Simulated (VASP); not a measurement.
Wanted: the native input for a VASP 6.6.1 run.

* Task: single point
* Functional: PBE
* Potentials or basis: VASP PAW PBE potentials, release 64 (Se, Sn_d)
* Cutoff: 520 eV
* k mesh: 9 × 9 × 1
* Occupations: gaussian, width 0.05 eV
* Spin: no spin polarisation
* Dipole correction: yes
* Further INCAR settings: ALGO = Normal; EDIFF = 1e-06; NBANDS = 50

The structure of SnSe lies in POSCAR:

```
SnSe
1.0
    4.2862137869      0.0000000000      0.0000000000
   -2.1431068935      3.7119700255      0.0000000000
    0.0000000000      0.0000000000     27.2488761576
Se Sn
4 4
Direct
    0.3333333333      0.6666666667      0.2752407093
    0.0000000000      0.0000000000      0.4036745897
    0.6666666667      0.3333333333      0.5321084701
    0.3333333333      0.6666666667      0.6605423505
    0.6666666667      0.3333333333      0.3394576495
    0.3333333333      0.6666666667      0.4678915299
    0.0000000000      0.0000000000      0.5963254103
    0.6666666667      0.3333333333      0.7247592907
```

One way to write it, as run:

INCAR

```
PREC     = Accurate       # precision mode
ENCUT    = 520            # plane-wave cutoff, eV
EDIFF    = 1E-6           # SCF threshold, eV
ISMEAR   = 0              # smearing method
SIGMA    = 0.05           # smearing width, eV
LREAL    = False          # projectors in reciprocal space
LASPH    = True           # aspherical terms in the spheres
NELM     = 100            # most SCF steps
ALGO     = Normal         # electronic algorithm
ISIF     = 2              # what is computed and relaxed
LWAVE    = False          # write WAVECAR
LCHARG   = True           # write CHGCAR
LDIPOL   = True         
IDIPOL   = 3            
DIPOL    = 0.5 0.5 0.500
GGA      = PE             # functional
LELF     = True           # ELF
LVHAR    = True         
LVACPOTAV= True         
NBANDS   = 50             # bands
```

KPOINTS

```
regular mesh
0
Gamma
  9 9 1
```

Potentials or basis: VASP PAW PBE potentials, release 64 (Se, Sn_d).

Run with:

```console
$ cat potpaw_PBE.64/Se/POTCAR potpaw_PBE.64/Sn_d/POTCAR > POTCAR
$ mpirun -np 1 vasp_std > vasp.out
```

Results of the run:

```json
{"Largest force": "2.015 eV/Å", "Band gap on the k mesh": "zero (band 40 reaches 0.53 eV, above the bottom of band 41 at 0.39 eV)"}
```

Caveat: spin-orbit coupling is left out, which moves the levels of the heavy elements.

Wall time 10 min on 1 thread of Intel Xeon 6975P-C, on a shared host, peak memory 0.59 GiB.
